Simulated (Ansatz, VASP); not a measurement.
## SiO2: VASP beside Ansatz

```
CELL_PARAMETERS angstrom
5.23263 0.00000 0.00000
-2.61631 4.53159 0.00000
0.00000 0.00000 5.55837
ATOMIC_POSITIONS crystal
Si 0.00000 0.50000 0.33333
Si 0.50000 0.50000 0.66667
Si 0.50000 0.00000 0.00000
O 0.58451 0.79225 0.83333
O 0.79225 0.58451 0.50000
O 0.79225 0.20775 0.16667
O 0.41549 0.20775 0.83333
O 0.20775 0.41549 0.50000
O 0.20775 0.79225 0.16667
```

Change from the starting cell: strain +0.0300 x Voigt [1, 1, 0, 0, 0, 0], atoms carried along.

Alike in both runs: task single point; functional PBEsol; k mesh 6 × 6 × 4; occupations gaussian, width 0.05 eV; no spin polarisation.

|  | VASP | Ansatz |
| --- | --- | --- |
| version | VASP 6.6.1 | Ansatz 0.2.0 |
| potentials or method | VASP PAW PBE potentials, release 64 (Si, O), cutoff 520 eV | scalar-relativistic, plane waves, PAW |
| valence electrons in the cell | 48 | 48 |

|  | VASP | Ansatz | Ansatz less VASP |
| --- | --- | --- | --- |
| gap on the k mesh at the Fermi level (eV) | 5.14 | 5.15 | +0.002 |
| least direct gap on the mesh (eV) | 5.38 | 5.38 | -0.002 |
| pressure (GPa) | -9.0 | -9.4 | -0.39 |
| traceless stress, the component that is largest in VASP (GPa) | 1.48 | 1.47 | -0.015 |
| rms of the force components (eV/Å) | 0.206 | 0.206 | +0.0004 |

VASP's potentials were made for PBE, not for PBEsol. Atom by atom the forces differ by 0.000 eV/Å (rms over components).
